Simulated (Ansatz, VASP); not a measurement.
**KSrCl3: VASP beside Ansatz**

The input POSCAR:

```
KSrCl3
1.0
    5.8052861433      0.0000000000      0.0000000000
    0.0000000000      5.8052861433      0.0000000000
    0.0000000000      0.0000000000      5.6048239136
K Sr Cl
1 1 3
Direct
    0.0000000000      0.0000000000      0.0000000000
    0.5000000000      0.5000000000      0.5000000000
    0.5000000000      0.5000000000      0.0000000000
    0.5000000000      0.0000000000      0.5000000000
    0.0000000000      0.5000000000      0.5000000000
```

Contents of INCAR.step1:

```
SYSTEM = KSrCl3
  PREC = Accurate
  ENCUT = 520
  ISMEAR = 0
  SIGMA = 0.01
  LREAL = .FALSE.
  LASPH = .TRUE.
  NELM = 80
  NBANDS = 28
  GGA = PE
  ALGO = Normal
  EDIFF = 1E-4
  LWAVE = .TRUE.
  LCHARG = .FALSE.
```

INCAR.step2

```
SYSTEM = KSrCl3
  PREC = Accurate
  ENCUT = 520
  EDIFF = 1E-7
  ISMEAR = 0
  SIGMA = 0.01
  LREAL = .FALSE.
  LASPH = .TRUE.
  NELM = 80
  ALGO = Normal
  ISIF = 2
  LWAVE = .FALSE.
  LCHARG = .TRUE.
  METAGGA = R2SCAN
  LMIXTAU = .TRUE.
  LELF = .TRUE.
  LVHAR = .TRUE.
  NBANDS = 28
  ISTART = 1
```

File KPOINTS:

```
regular mesh
0
G
  4 4 4
  0 0 0
```

Input for Ansatz:

```yaml
crystal:
  lattice:
    - [5.8052861433, 0.0, 0.0]
    - [0.0, 5.8052861433, 0.0]
    - [0.0, 0.0, 5.6048239136]
  atoms:
    - { symbol: K, position: [0.0, 0.0, 0.0] }
    - { symbol: Sr, position: [0.5, 0.5, 0.5] }
    - { symbol: Cl, position: [0.5, 0.5, 0.0] }
    - { symbol: Cl, position: [0.5, 0.0, 0.5] }
    - { symbol: Cl, position: [0.0, 0.5, 0.5] }
kpoints:
  mp_grid: { grid: [4, 4, 4] }
  band_path:
    path: [[0.0, 0.0, 0.0], [0.0, 0.5, 0.0], [0.5, 0.5, 0.0], [0.5, 0.5, 0.5]]
    npoints: 1
hamiltonian:
  xc: r2scan
scf:
  occupations: { method: fixed }
  n_extra_bands: 5
output:
  forces: true
  stress: true
  eigenvalues: true
  write_density: true
  write_potential: true
  elf: true
  volumetric_format: npy
```

Change from the starting cell: epitaxial_xy strain +3.0%.

Alike in both runs: task single point; functional r2SCAN; k mesh 4 × 4 × 4; no spin polarisation.

|  | VASP | Ansatz |
| --- | --- | --- |
| version | VASP 6.6.1 | Ansatz 0.2.0 |
| potentials or method | VASP PAW PBE potentials, release 64 (K_sv, Sr_sv, Cl) | plane waves, PAW |
| plane-wave cutoff (eV) | 520 | 500 |
| occupations | gaussian, width 0.01 eV | fixed |
| valence electrons in the cell | 40 | 40 |

Ansatz gave:

- gap on the k mesh at the Fermi level (eV): 5.08
- pressure (GPa): -1.0
- traceless stress, the component that is largest in VASP (GPa): 1.01

What did VASP give for the same quantities?

gap on the k mesh at the Fermi level (eV): 5.08; pressure (GPa): -1.0; traceless stress, the component that is largest in VASP (GPa): 1.02.

VASP's potentials were made for PBE, not for r2SCAN.
